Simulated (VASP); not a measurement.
# CuI (P4/nmm) in VASP: notebook, part 2 of 2

VASP 6.6.1. The steps go on from the part before.

## (3) Dielectric tensor, PBE

INCAR reads:

```
PREC = Accurate ; ENCUT = 520
EDIFF = 1E-8 ; ISMEAR = 0
SIGMA = 0.01 ; LREAL = False
LASPH = True ; NELM = 60
ALGO = Normal ; ISIF = 2
LWAVE = False ; LCHARG = False
GGA = PE ; LEPSILON = True
```

KPOINTS reads:

```
regular mesh
0
Gamma
  7 7 4
```

POSCAR reads:

```
CuI
1.0
    4.0901961900      0.0000000000      0.0000000000
    0.0000000000      4.0901961900      0.0000000000
    0.0000000000      0.0000000000      6.5514580400
I Cu
2 2
Direct
    0.0000000000      0.5000000000      0.7430343600
    0.5000000000      0.0000000000      0.2569656400
    0.0000000000      0.0000000000      0.0000000000
    0.5000000000      0.5000000000      0.0000000000
```

Potentials or basis: VASP PAW PBE potentials, release 64 (I, Cu).

Run with:

```bash
cat potpaw_PBE.64/I/POTCAR potpaw_PBE.64/Cu/POTCAR > POTCAR
mpirun -np 1 vasp_std > vasp.out
```

OUTCAR:

```text
PREC = Accurate
   ENCUT = 520
   EDIFF = 1E-8
   ISMEAR = 0
   LREAL = False
   LASPH = True
   NELM = 60
   ISIF = 2
   GGA = PE
   LEPSILON = True

 ion  position               nearest neighbor table
   1  0.000  0.500  0.743-   3 2.65   4 2.65   3 2.65   4 2.65
   2  0.500  0.000  0.257-   3 2.65   4 2.65   4 2.65   3 2.65
   3  0.000  0.000  0.000-   1 2.65   2 2.65   1 2.65   2 2.65
   4  0.500  0.500  0.000-   1 2.65   2 2.65   2 2.65   1 2.65

  LATTYP: Found a simple tetragonal cell.
 ALAT       =     4.0901961900
 C/A-ratio  =     1.6017466487

  Lattice vectors:

 A1 = (   4.0901961900,   0.0000000000,   0.0000000000)
 A2 = (   0.0000000000,   4.0901961900,   0.0000000000)
 A3 = (   0.0000000000,   0.0000000000,   6.5514580400)

Analysis of symmetry for initial positions (statically):
=====================================================================
 Subroutine PRICEL returns:
 Original cell was already a primitive cell.

 Routine SETGRP: Setting up the symmetry group for a
 simple tetragonal supercell.

 Subroutine GETGRP returns: Found 16 space group operations
 (whereof  8 operations were pure point group operations)
 out of a pool of 16 trial point group operations.
[... 832 lines left out ...]

------------------------ aborting loop because EDIFF is reached ----------------------------------------

 PIEZOELECTRIC TENSOR FIELD DIRECTION 3  (e Angst)
 -----------------------------------------------------------------------------
     0.00359  0.00000  0.00000           (  0.00010  0.00000  0.00000)
     0.00000  0.00359  0.00000           (  0.00000  0.00010  0.00000)
     0.00000  0.00000 -0.00075           (  0.00000  0.00000  0.00002)

 PIEZOELECTRIC TENSOR FIELD DIRECTION 3  (C/m^2)
 -----------------------------------------------------------------------------
     0.00053  0.00000  0.00000
     0.00000  0.00053  0.00000
     0.00000  0.00000 -0.00011

 MACROSCOPIC STATIC DIELECTRIC TENSOR (including local field effects in DFT)
 ------------------------------------------------------
           6.000904    -0.000000     0.000000
           0.000000     6.000904     0.000000
           0.000000    -0.000000     4.930995
 ------------------------------------------------------

 PIEZOELECTRIC TENSOR (including local field effects)  for field in x, y, z        (e  Angst)
          XX          YY          ZZ          XY          YZ          ZX
  --------------------------------------------------------------------------------
  x     0.00000     0.00000     0.00000     0.00000     0.00000     0.00000
  y    -0.00000     0.00000     0.00000     0.00000     0.00000     0.00000
  z     0.00000     0.00000     0.00000     0.00000     0.00000     0.00000

 PIEZOELECTRIC TENSOR (including local field effects)  for field in x, y, z        (C/m^2)
          XX          YY          ZZ          XY          YZ          ZX
  --------------------------------------------------------------------------------
  x     0.00000     0.00000     0.00000     0.00000     0.00000     0.00000
  y    -0.00000     0.00000     0.00000     0.00000     0.00000     0.00000
  z     0.00000     0.00000     0.00000     0.00000     0.00000     0.00000

 BORN EFFECTIVE CHARGES (including local field effects) (in |e|, cummulative output)
 ---------------------------------------------------------------------------------
 ion    1
    1    -1.08117     0.00000     0.00000
    2     0.00000    -1.08117     0.00000
    3     0.00000     0.00000    -0.72653
 ion    2
    1    -1.08117     0.00000     0.00000
    2     0.00000    -1.08117     0.00000
    3     0.00000     0.00000    -0.72653
 ion    3
    1     1.08117     0.00000    -0.00000
    2     0.00000     1.08117     0.00000
    3     0.00000     0.00000     0.72653
 ion    4
    1     1.08117     0.00000     0.00000
    2     0.00000     1.08117     0.00000
    3     0.00000     0.00000     0.72653
```

OSZICAR:

```text
[... 13 lines left out ...]
RMM:  16    -0.131136013401E+01    0.26050E-04    0.24357E-05  2012   0.406E-03    0.110E-02
RMM:  17    -0.131135398842E+01    0.61456E-05    0.86209E-06  2130   0.333E-03    0.346E-03
RMM:  18    -0.131133547169E+01    0.18517E-04    0.73472E-07  2199   0.172E-03    0.131E-03
RMM:  19    -0.131132358915E+01    0.11883E-04   -0.62228E-07  2251   0.741E-04    0.233E-04
RMM:  20    -0.131132273285E+01    0.85630E-06    0.10231E-06  2055   0.406E-04    0.120E-04
RMM:  21    -0.131132159937E+01    0.11335E-05   -0.11524E-06  1318   0.308E-04    0.191E-04
RMM:  22    -0.131132129983E+01    0.29954E-06    0.10577E-07  1474   0.308E-04    0.727E-05
RMM:  23    -0.131132127297E+01    0.26860E-07   -0.53592E-07  1372   0.303E-04    0.243E-05
RMM:  24    -0.131132121786E+01    0.55108E-07   -0.71409E-07   742   0.288E-04    0.997E-06
```

stdout:

```text
POSCAR found type information on POSCAR I Cu
 POSCAR found :  2 types and       4 ions
 scaLAPACK will be used
 LDA part: xc-table for (Slater+PW92), standard interpolation
 POSCAR, INCAR and KPOINTS ok, starting setup
 FFT: planning ... GRIDC
 FFT: planning ... GRID_SOFT
 FFT: planning ... GRID
 WAVECAR not read
 entering main loop
 Linear response reoptimize wavefunctions to high precision
 Linear response G [H, r] |phi>, progress :
  Direction:   1
 Linear response G [H, r] |phi>, progress :
  Direction:   2
 Linear response G [H, r] |phi>, progress :
  Direction:   3
 Linear response to external field (no local field effect), progress :
  Direction:   1
 dielectric tensor                  component  1 :     5.067    -0.006    -0.373
 Linear response to external field (no local field effect), progress :
  Direction:   2
 dielectric tensor                  component  2 :    -0.006     7.700     0.204
 Linear response to external field (no local field effect), progress :
  Direction:   3
 dielectric tensor                  component  3 :    -0.373     0.204     6.261
 Linear response to external field, progress :
  Direction:   1
 dielectric tensor                  component  1 :     6.001     0.001    -0.306
 Linear response to external field, progress :
  Direction:   2
 dielectric tensor                  component  2 :    -0.001     6.001    -0.090
 Linear response to external field, progress :
  Direction:   3
 dielectric tensor                  component  3 :    -0.340     0.187     4.931
 Born effective charges drift removed
```

Wall time 11 min (1 thread of Intel Xeon Platinum 8559C (Emerald Rapids), shared host); peak memory 0.47 GiB.

What came out:

```
Band gap on the k mesh                  : 1.62 eV
Electronic dielectric tensor (diagonal) : 6.00, 6.00, 4.93
Born charges (mean of the diagonal)     : I -0.96; Cu +0.96 e
```

Electronic dielectric tensor:
```
6.00 0.00 0.00
0.00 6.00 0.00
0.00 0.00 4.93
```

Born effective charge tensors (e):
atom 1, I
```
-1.08  0.00  0.00
 0.00 -1.08  0.00
 0.00  0.00 -0.73
```
atom 2, I
```
-1.08  0.00  0.00
 0.00 -1.08  0.00
 0.00  0.00 -0.73
```
atom 3, Cu
```
1.08 0.00 0.00
0.00 1.08 0.00
0.00 0.00 0.73
```
atom 4, Cu
```
1.08 0.00 0.00
0.00 1.08 0.00
0.00 0.00 0.73
```

Caveat: spin-orbit coupling is left out, which moves the levels of the heavy elements.
